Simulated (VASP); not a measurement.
GaN, 8 atoms in the cell. Symmetry: P4_12_12, No. 92, tetragonal system. Conventional cell: a = 5.566 Å, b = 5.566 Å, c = 3.005 Å, α = 90.00°, β = 90.00°, γ = 90.00°. Within 2.6 Å of Ga (site symmetry 2) lie 4 N at 1.97 to 2.02 Å. N (site symmetry 2) has 4 Ga at 1.97 to 2.02 Å within 2.6 Å. The cell was built from a structure type or drawn by symmetry, and may not be a known phase.

- Program: VASP 6.6.1
- Task: single point
- Functional: PBE
- Potentials or basis: VASP PAW PBE potentials, release 64 (Ga_d, N)
- Cutoff: 520 eV
- k mesh: 4 × 4 × 6
- Occupations: gaussian, width 0.1 eV
- Spin: no spin polarisation
- Dipole correction: no
- Further INCAR settings: ALGO = Normal; EDIFF = 1e-07; NBANDS = 46

Potentials or basis: VASP PAW PBE potentials, release 64 (Ga_d, N).

Run with:

```sh
$ cat potpaw_PBE.64/Ga_d/POTCAR potpaw_PBE.64/N/POTCAR > POTCAR
$ mpirun -np 1 vasp_std > vasp.out
```

Hardware: 1 thread of AMD EPYC 9R45 96-Core Processor (Zen 5), with other jobs on the host.

**Question.** How long does it take, and how much memory?

**Answer.** Wall time 70 s on 1 thread of AMD EPYC 9R45 96-Core Processor (Zen 5) (shared host), peak memory 0.2 GiB. Counts: scf iterations 17, k points 24.
